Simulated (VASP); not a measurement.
A run of VASP 6.6.1:

Contents of INCAR:

```
PREC = Accurate
ENCUT = 500
EDIFF = 1E-6
ISMEAR = 0
SIGMA = 0.01
LREAL = F
LASPH = T
NELM = 120
ALGO = Normal
ISIF = 2
LWAVE = F
LCHARG = F
GGA = LIBXC
LIBXC1 = GGA_X_PBE_SOL
LIBXC2 = GGA_C_LYP
NBANDS = 28
GGA_COMPAT = F
```

KPOINTS

```
regular mesh
0
Gamma
  1 2 2
```

The input POSCAR:

```
PbS
1.0
   11.2982770000      0.0000000000      0.0000000000
    0.0000000000      4.2501050000      0.0000000000
    0.0000000000      0.0025539596      4.2501042326
Pb S
2 2
Direct
    0.6245814000      0.2566380300      0.7566380300
    0.3754186000      0.7566380300      0.2566380300
    0.6136752500      0.7643619700      0.2643619700
    0.3863247500      0.2643619700      0.7643619700
```

Potentials or basis: VASP PAW PBE potentials, release 64 (Pb_d, S).

Command:

```console
$ cat potpaw_PBE.64/Pb_d/POTCAR potpaw_PBE.64/S/POTCAR > POTCAR
$ mpirun -np 1 vasp_std > vasp.out
```

Hardware: 1 thread of Intel(R) Xeon(R) Platinum 8488C (Sapphire Rapids), on a shared host.

Question: How long does it take, and how much memory?

Answer: It took 30 s on 1 thread of Intel(R) Xeon(R) Platinum 8488C (Sapphire Rapids), on a shared host, peak memory 0.27 GiB. Counts: scf iterations 18, k points 3.
